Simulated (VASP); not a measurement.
# Os (P6_3/mmc) in VASP: notebook

Runs on Os. Level: RPBE. Tasks: single point, relaxation of cell and atoms.

Everything below comes from runs of VASP 6.6.1. Logs are shortened: lines on timing, memory, paths and dates and some standing lists are left out, and cuts for length are marked.

## (1) The cell of the first run

The structure is hexagonal, space group P6_3/mmc (No. 194). Conventional cell: a = 2.765 Å, b = 2.765 Å, c = 4.357 Å, α = 90.00°, β = 90.00°, γ = 120.00°. Os (site symmetry -6m2) has 12 Os at 2.70 to 2.77 Å within 3.6 Å.

## (2) Single point, RPBE

File INCAR:

```
ALGO     = Normal         # electronic algorithm
EDIFF    = 1E-6           # SCF threshold, eV
ENCUT    = 520            # plane-wave cutoff, eV
GGA      = RP             # functional
ISIF     = 2              # what is computed and relaxed
ISMEAR   = -1             # smearing method
LASPH    = T              # aspherical terms in the spheres
LCHARG   = F              # write CHGCAR
LREAL    = F              # projectors in reciprocal space
LWAVE    = F              # write WAVECAR
NBANDS   = 15             # bands
NELM     = 100            # most SCF steps
PREC     = Accurate       # precision mode
SIGMA    = 0.1            # smearing width, eV
```

File KPOINTS:

```
k-points
0
Gamma
  13 13 7
```

File POSCAR:

```
Os
1.0
    2.7654675908      0.0000000000      0.0000000000
   -1.3827337954      2.3949651870      0.0000000000
    0.0000000000      0.0000000000      4.3569756451
Os
2
Direct
    0.3333333333      0.6666666667      0.2500000000
    0.6666666667      0.3333333333      0.7500000000
```

Potentials or basis: VASP PAW PBE potentials, release 64 (Os).

Run with:

```sh
$ cat potpaw_PBE.64/Os/POTCAR > POTCAR
$ mpirun -np 1 vasp_std > vasp.out
```

OUTCAR:

```text
EDIFF = 1E-6
   ENCUT = 520
   GGA = RP
   ISIF = 2
   ISMEAR = -1
   LASPH = T
   LREAL = F
   NELM = 100
   PREC = Accurate

 ion  position               nearest neighbor table
   1  0.333  0.667  0.250-   2 2.70   2 2.70   2 2.70   2 2.70   2 2.70   2 2.70
   2  0.667  0.333  0.750-   1 2.70   1 2.70   1 2.70   1 2.70   1 2.70   1 2.70

  LATTYP: Found a hexagonal cell.
 ALAT       =     2.7654675908
 C/A-ratio  =     1.5754932944

  Lattice vectors:

 A1 = (   2.7654675908,   0.0000000000,   0.0000000000)
 A2 = (  -1.3827337954,   2.3949651870,   0.0000000000)
 A3 = (   0.0000000000,   0.0000000000,   4.3569756451)

Analysis of symmetry for initial positions (statically):
=====================================================================
 Subroutine PRICEL returns:
 Original cell was already a primitive cell.

 Routine SETGRP: Setting up the symmetry group for a
 hexagonal supercell.

 Subroutine GETGRP returns: Found 24 space group operations
 (whereof 12 operations were pure point group operations)
 out of a pool of 24 trial point group operations.

The static configuration has the point symmetry D_3d.
 The point group associated with its full space group is D_6h.

Analysis of symmetry for dynamics (positions and initial velocities):
=====================================================================
 Subroutine PRICEL returns:
 Original cell was already a primitive cell.

 Routine SETGRP: Setting up the symmetry group for a
 hexagonal supercell.

 Subroutine GETGRP returns: Found 24 space group operations
 (whereof 12 operations were pure point group operations)
 out of a pool of 24 trial point group operations.

The dynamic configuration has the point symmetry D_3d.
 The point group associated with its full space group is D_6h.

 Subroutine INISYM returns: Found 24 space group operations
 (whereof 12 operations are pure point group operations),
 and found     1 'primitive' translations

----------------------------------------------------------------------------------------

                                     Primitive cell

  volume of cell :      28.8571

  direct lattice vectors                    reciprocal lattice vectors
     2.765467591  0.000000000  0.000000000     0.361602502  0.208771302  0.000000000
    -1.382733795  2.394965187  0.000000000     0.000000000  0.417542604  0.000000000
     0.000000000  0.000000000  4.356975645     0.000000000  0.000000000  0.229517005

  length of vectors
     2.765467591  2.765467591  4.356975645     0.417542604  0.417542604  0.229517005

[... 85 lines left out ...]
   NFREE  =      0    steps in history (QN), initial steepest desc. (CG)
   ISIF   =      2    stress and relaxation
   ISYM   =      2    0-nonsym 1-usesym 2-fastsym
   POTIM  = 0.5000    time-step for ionic-motion
   TEBEG  =    0.0;   TEEND  =   0.0 temperature during run
   PSTRESS=    0.0 pullay stress
   NELECT =      16.0000    total number of electrons
   NUPDOWN=      -1.0000    fix difference up-down
   EMIN   =  10.00;   EMAX   =-10.00  energy-range for DOS
   EFERMI =   0.00;   METHOD = LEGACY
   ISMEAR =    -1;   SIGMA  =   0.10  broadening in eV -4-tet -1-fermi 0-gaus
   EFERMI_NEDOS =   21; number of points for ismear=-14 and -15
   IALGO  =     38    algorithm
   IMIX   =      4    mixing-type and parameters
     AMIX     =   0.40;   BMIX     =  1.00
     AMIX_MAG =   1.60;   BMIX_MAG =  1.00
  volume/ion in A,a.u.               =      14.43        97.37
  Fermi-wavevector in a.u.,A,eV,Ry     =   1.344922  2.541535 24.610435  1.808816
  Thomas-Fermi vector in A             =   2.472877
   LORBIT       =      0    0 simple, 1 ext, 2 COOP (PROOUT), +10 PAW based schemes
   GGA     = RP    functional components
   LHFCALC =     F    Hartree Fock is set to
   AEXX    =    0.0000 exact exchange contribution
   IVDW    =     0    specifies the selected vdW correction
   LEPSILON=     F    determine dielectric tensor
   LRPA    =     F    only Hartree local field effects (RPA)
 non-spin polarized calculation
  energy-cutoff  :      520.00
  volume of cell :       28.86
 maximum number of plane-waves:       790
 NGX is ok and might be reduce to    24
   NGX = 11   NGY = 11   NGZ = 17

 number of electron      15.9999999 magnetization

 Free energy of the ion-electron system (eV)
  ---------------------------------------------------
  ext. energy  EPLUGINS =         0.00000000
  ---------------------------------------------------
  free energy    TOTEN  =       -21.22369084 eV

  energy without entropy =      -21.18294735  energy(sigma->0) =      -21.20331909

 E-fermi :   9.1419     XC(G=0): -13.8489

 val. band max:        9.1338566808   @ k =   0.3077   0.3077   0.2857
 cond. band min:       9.2314738396   @ k =   0.3846   0.2308   0.2857
 fundamental gap:      0.0976171588
 Fermi energy:         9.1419413663

 k-point     1 :       0.0000    0.0000    0.0000
  band No.  band energies     occupation
      1      -1.5721      2.00000
      2       1.5879      2.00000
      3       6.1608      2.00000
      4       6.1608      2.00000
      5       6.4359      2.00000
      6       6.9665      2.00000
      7       6.9665      2.00000
      8       7.5584      2.00000
      9       7.5584      2.00000
     10       9.1298      1.06047
     11      10.6821      0.00000
     12      10.6821      0.00000
     13      17.8386      0.00000
     14      23.0726      0.00000
[... 401 lines left out ...]
      2       2.3685      2.00000
      3       5.2120      2.00000
      4       5.6836      2.00000
      5       6.3349      2.00000
      6       6.5611      2.00000
      7       7.2368      2.00000
      8       7.4066      2.00000
      9       7.7625      2.00000
     10       8.0618      1.99996
     11      10.9892      0.00000
     12      13.0386      0.00000
     13      18.9590      0.00000
     14      24.2058      0.00000
     15      26.2367      0.00000

 [... further k-points ...]
[... 5 lines left out ...]
  --------------------------------------------------------------------------------------
  -------------------------------------------------------------------------------------
  Total       -0.0743221     -0.0743221     -0.0959463     -0.0000000      0.0000000     -0.0000000
  in kB       -4.1264392     -4.1264392     -5.3270371     -0.0000000      0.0000000     -0.0000000
  external PRESSURE =      -4.5266385 kB  Pullay stress =       0.0000000 kB

 VOLUME and BASIS-vectors are now :
 -----------------------------------------------------------------------------
  energy-cutoff  :      520.00
  volume of cell :       28.86
      direct lattice vectors                 reciprocal lattice vectors
     2.765467591  0.000000000  0.000000000     0.361602502  0.208771302  0.000000000
    -1.382733795  2.394965187  0.000000000     0.000000000  0.417542604  0.000000000
     0.000000000  0.000000000  4.356975645     0.000000000  0.000000000  0.229517005

 POSITION                                       TOTAL-FORCE (eV/Angst)
 -----------------------------------------------------------------------------------
     -0.00000      1.59664      1.08924        -0.000000      0.000000      0.000000
      1.38273      0.79832      3.26773         0.000000     -0.000000      0.000000
 -----------------------------------------------------------------------------------
    total drift:                               -0.000000      0.000000     -0.000000

  FREE ENERGIE OF THE ION-ELECTRON SYSTEM (eV)
  ---------------------------------------------------
  free  energy   TOTEN  =       -21.2236908394 eV

  energy  without entropy=      -21.1829473482  energy(sigma->0) =      -21.20331909
```

Run time: 19 s. Hardware: 1 thread of Intel Xeon 6975P-C (Granite Rapids), shared host; peak memory 0.17 GiB.

What came out:

- Free energy: -21.2237 eV
- Pressure: -0.5 GPa
- Band gap on the k mesh: zero (bands 8 and 9 overlap by 3.63 eV)

Caveat: the PAW data sets were made with another functional, which shifts forces and pressure a little; spin-orbit coupling is left out, which moves the levels of the heavy elements.

## (3) Relaxation of cell and atoms, RPBE

This run uses another cell than the first one, of 13.99 Å³/atom.

File INCAR:

```
SYSTEM = Os
ALGO = Normal
EDIFF = 1E-6
EDIFFG = -0.01
ENCUT = 600
GGA = RP
IBRION = 2
ISIF = 3
ISMEAR = -1
LASPH = .True.
LCHARG = .False.
LREAL = .False.
LWAVE = .False.
NELM = 100
NSW = 80
PREC = Accurate
SIGMA = 0.1
```

File KPOINTS:

```
k-points
0
Gamma
  13 13 7
  0 0 0
```

File POSCAR:

```
Os
1.0
    2.7351988376      0.0000000000      0.0000000000
   -1.3675994188      2.3687516778      0.0000000000
    0.0000000000      0.0000000000      4.3190000000
Os
2
Direct
    0.3333333333      0.6666666667      0.2500000000
    0.6666666667      0.3333333333      0.7500000000
```

Potentials or basis: VASP PAW PBE potentials, release 64 (Os).

Run with:

```sh
$ cat potpaw_PBE.64/Os/POTCAR > POTCAR
$ mpirun -np 1 vasp_std > vasp.out
```

OUTCAR:

```text
SYSTEM = Os
   EDIFF = 1E-6
   EDIFFG = -0.01
   ENCUT = 600
   GGA = RP
   IBRION = 2
   ISIF = 3
   ISMEAR = -1
   LASPH = .True.
   LREAL = .False.
   NELM = 100
   NSW = 80
   PREC = Accurate

 ion  position               nearest neighbor table
   1  0.333  0.667  0.250-   2 2.68   2 2.68   2 2.68   2 2.68   2 2.68   2 2.68
   2  0.667  0.333  0.750-   1 2.68   1 2.68   1 2.68   1 2.68   1 2.68   1 2.68

  LATTYP: Found a hexagonal cell.
 ALAT       =     2.7351988376
 C/A-ratio  =     1.5790442511

  Lattice vectors:

 A1 = (   2.7351988376,   0.0000000000,   0.0000000000)
 A2 = (  -1.3675994188,   2.3687516778,   0.0000000000)
 A3 = (   0.0000000000,   0.0000000000,   4.3190000000)

Analysis of symmetry for initial positions (statically):
=====================================================================
[... 487 lines left out ...]
      6       6.9779      2.00000
      7       6.9779      2.00000
      8       7.5691      2.00000
      9       7.5691      2.00000
     10       9.1443      1.05983
     11      10.6986      0.00000
     12      10.6986      0.00000
[... 331 lines left out ...]
 k-point    24 :       0.1538    0.0000    0.1429
  band No.  band energies     occupation
      1      -0.4590      2.00000
      2       2.3745      2.00000
      3       5.2203      2.00000
      4       5.6932      2.00000
      5       6.3456      2.00000
      6       6.5707      2.00000
      7       7.2493      2.00000
      8       7.4181      2.00000
      9       7.7744      2.00000
     10       8.0750      1.99996
     11      11.0068      0.00000
     12      13.0582      0.00000

 [... further k-points ...]

------------------------ aborting loop because EDIFF is reached ----------------------------------------

  FORCE on cell =-STRESS in cart. coord.  units (eV):
  Direction    XX          YY          ZZ          XY          YZ          ZX
  --------------------------------------------------------------------------------------
  -------------------------------------------------------------------------------------
  Total        0.0042966      0.0042966      0.0037099      0.0000000      0.0000000      0.0000000
  in kB        0.2387611      0.2387611      0.2061573      0.0000000      0.0000000      0.0000000
  external PRESSURE =       0.2278931 kB  Pullay stress =       0.0000000 kB
[... 17 lines left out ...]
  FREE ENERGIE OF THE ION-ELECTRON SYSTEM (eV)
  ---------------------------------------------------
  free  energy   TOTEN  =       -21.2257108604 eV

  energy  without entropy=      -21.1850441697  energy(sigma->0) =      -21.20537752

 reached required accuracy - stopping structural energy minimisation
```

Wall time 83 s (1 thread of Intel Xeon 6975P-C (Granite Rapids), shared host); peak memory 0.19 GiB.

What came out:

```
Free energy                           : -21.2257 eV
Relaxed volume                        : 14.42 Å³/atom
Relaxed cell                          : a = 2.765 Å, b = 2.765 Å, c = 4.355 Å, α = 90.00°, β = 90.00°, γ = 120.00°
Space group after relaxing (to 0.1 Å) : P6_3/mmc (No. 194)
Energy gained by relaxing             : 16.1 meV/atom
Ionic steps                           : 9
Pressure after relaxing               : 0.0 GPa
Band gap on the k mesh                : zero (bands 8 and 9 overlap by 3.64 eV)
```

The path:
```csv
step,energy change (eV),largest force (eV/Å),pressure (GPa),volume (Å³)
1,0.0000,0.0000,12.54,27.98
2,0.4495,0.0000,-35.55,32.66
3,-0.0320,0.0000,-0.71,28.88
4,-0.0321,0.0000,-0.04,28.83
5,-0.0321,0.0000,0.20,28.82
6,-0.0322,0.0000,0.22,28.82
7,-0.0323,0.0000,0.21,28.82
8,-0.0322,0.0000,-0.60,28.88
9,-0.0323,0.0000,0.02,28.83
```

Final structure:
```cif
data_structure
_symmetry_space_group_name_H-M 'P 1'
_symmetry_Int_Tables_number 1
_cell_length_a 2.7648
_cell_length_b 2.7648
_cell_length_c 4.3553
_cell_angle_alpha 90.000
_cell_angle_beta 90.000
_cell_angle_gamma 120.000
_cell_volume 28.83
loop_
_atom_site_label
_atom_site_type_symbol
_atom_site_fract_x
_atom_site_fract_y
_atom_site_fract_z
_atom_site_occupancy
Os1 Os 0.33333 0.66667 0.25000 1
Os2 Os 0.66667 0.33333 0.75000 1
```

Caveat: the PAW data sets were made with another functional, which shifts forces and pressure a little; spin-orbit coupling is left out, which moves the levels of the heavy elements. RPBE and its kin give volumes clearly too large for solids.

## (4) Single point, RPBE (12.70 Å³/atom)

This run uses another cell than the first one, of 12.70 Å³/atom.

File INCAR:

```
SYSTEM = Os
PREC     = Accurate       ! precision mode
ENCUT    = 520            ! plane-wave cutoff, eV
EDIFF    = 1E-6           ! SCF threshold, eV
ISMEAR   = -1             ! smearing method
SIGMA    = 0.1            ! smearing width, eV
LREAL    = .False.        ! projectors in reciprocal space
LASPH    = .True.         ! aspherical terms in the spheres
NELM     = 60             ! most SCF steps
ALGO     = Normal         ! electronic algorithm
ISIF     = 2              ! what is computed and relaxed
LWAVE    = .False.        ! write WAVECAR
LCHARG   = .False.        ! write CHGCAR
GGA      = RP             ! functional
NBANDS   = 15             ! bands
```

File KPOINTS:

```
regular mesh
0
Gamma
  21 21 12
  0 0 0
```

File POSCAR:

```
Os
1.0
    2.6501032658      0.0000000000      0.0000000000
   -1.3250516329      2.2950567508      0.0000000000
    0.0000000000      0.0000000000      4.1752199245
Os
2
Direct
    0.3333333333      0.6666666667      0.2500000000
    0.6666666667      0.3333333333      0.7500000000
```

Run with:

```sh
$ cat potpaw_PBE.64/Os/POTCAR > POTCAR
$ mpirun -np 1 vasp_std > vasp.out
```

Wall time 54 s (1 thread of Intel Xeon 6975P-C (Granite Rapids), shared host); peak memory 0.23 GiB.

Results (log left out):

| Property | Result |
| --- | --- |
| Free energy | -20.5810 eV |
| Pressure | 67.7 GPa |
| Band gap on the k mesh | zero (bands 8 and 9 overlap by 4.55 eV) |

Stress tensor (GPa, compression positive):
```
65.72  0.00  0.00
 0.00 65.72  0.00
 0.00  0.00 71.53
```

Levels at points of the mesh, in eV from the Fermi level:
```tsv
k point	band 4	band 5	band 6	band 7	band 8	band 9	band 10	band 11	band 12	band 13
(0.00, 0.00, 0.00)	-3.58	-3.23	-2.58	-2.58	-1.86	-1.86	0.07	1.91	1.91	10.29
(0.00, 0.00, 0.50)	-4.06	-3.80	-3.80	-3.80	-3.80	1.04	1.04	1.04	1.04	13.63
```

Caveat: the stress differs along the axes, from 66 to 72 GPa; the PAW data sets were made with another functional, which shifts forces and pressure a little; spin-orbit coupling is left out, which moves the levels of the heavy elements.

## (5) Single point, RPBE (13.27 Å³/atom)

This run uses another cell than the first one, of 13.27 Å³/atom.

File INCAR:

```
ALGO = Normal ; EDIFF = 1E-7
ENCUT = 520 ; GGA = RP
ISIF = 2 ; ISMEAR = -1
LASPH = True ; LCHARG = False
LREAL = False ; LWAVE = False
NBANDS = 15 ; NELM = 80
PREC = Accurate ; SIGMA = 0.1
```

File KPOINTS:

```
k-points
0
Gamma
  21 21 12
```

File POSCAR:

```
Os
1.0
    2.6896628781      0.0000000000      0.0000000000
   -1.3448314391      2.3293163801      0.0000000000
    0.0000000000      0.0000000000      4.2375458285
Os
2
Direct
    0.3333333333      0.6666666667      0.2500000000
    0.6666666667      0.3333333333      0.7500000000
```

Run with:

```sh
$ cat potpaw_PBE.64/Os/POTCAR > POTCAR
$ mpirun -np 1 vasp_std > vasp.out
```

Run time: 62 s. Hardware: 1 thread of Intel Xeon 6975P-C (Granite Rapids), shared host; peak memory 0.23 GiB.

The run converged. Its results:

- Free energy: -20.9634 eV
- Pressure: 39.4 GPa
- Band gap on the k mesh: zero (bands 8 and 9 overlap by 4.23 eV)

Stress tensor (GPa, compression positive):
```
38.17  0.00  0.00
 0.00 38.17  0.00
 0.00  0.00 41.89
```

Levels at points of the mesh, in eV from the Fermi level:
| k point | band 5 | band 6 | band 7 | band 8 | band 9 | band 10 | band 11 | band 12 |
| --- | --- | --- | --- | --- | --- | --- | --- | --- |
| (0.00, 0.00, 0.00) | -3.02 | -2.41 | -2.41 | -1.74 | -1.74 | 0.04 | 1.79 | 1.79 |
| (0.00, 0.00, 0.50) | -3.55 | -3.55 | -3.55 | -3.55 | 0.96 | 0.96 | 0.96 | 0.96 |

Caveat: the cell stands under pressure; the PAW data sets were made with another functional, which shifts forces and pressure a little; spin-orbit coupling is left out, which moves the levels of the heavy elements.

## (6) The runs side by side

```tsv
task	cell	k mesh	cutoff (eV)	gap on the mesh (eV)	pressure (GPa)
single point	a = 2.765, b = 2.765, c = 4.357 Å, angles 90.0, 90.0, 120.0°, 2 atoms	13 × 13 × 7	520	none	-0.5
relaxation of cell and atoms	relaxed from a = 2.735, b = 2.735, c = 4.319 Å, angles 90.0, 90.0, 120.0°, 2 atoms	13 × 13 × 7	600	none	0.0
single point	a = 2.650, b = 2.650, c = 4.175 Å, angles 90.0, 90.0, 120.0°, 2 atoms	21 × 21 × 12	520	none	67.7
single point	a = 2.690, b = 2.690, c = 4.238 Å, angles 90.0, 90.0, 120.0°, 2 atoms	21 × 21 × 12	520	none	39.4
```

Alike in all rows: level RPBE; potentials or basis VASP PAW PBE potentials, release 64 (Os); no spin polarisation; smearing fermi-dirac 0.1 eV.

Caveats: the PAW data sets were made with another functional, which shifts forces and pressure a little; spin-orbit coupling is left out, which moves the levels of the heavy elements; the stress differs along the axes, from 66 to 72 GPa (at least some runs); the cell stands under pressure (at least some runs).

Total energies depend on the potentials used, so only differences within one code and one set of settings carry meaning.

The gap in the log of VASP goes by the Fermi energy; the results here count the filled bands.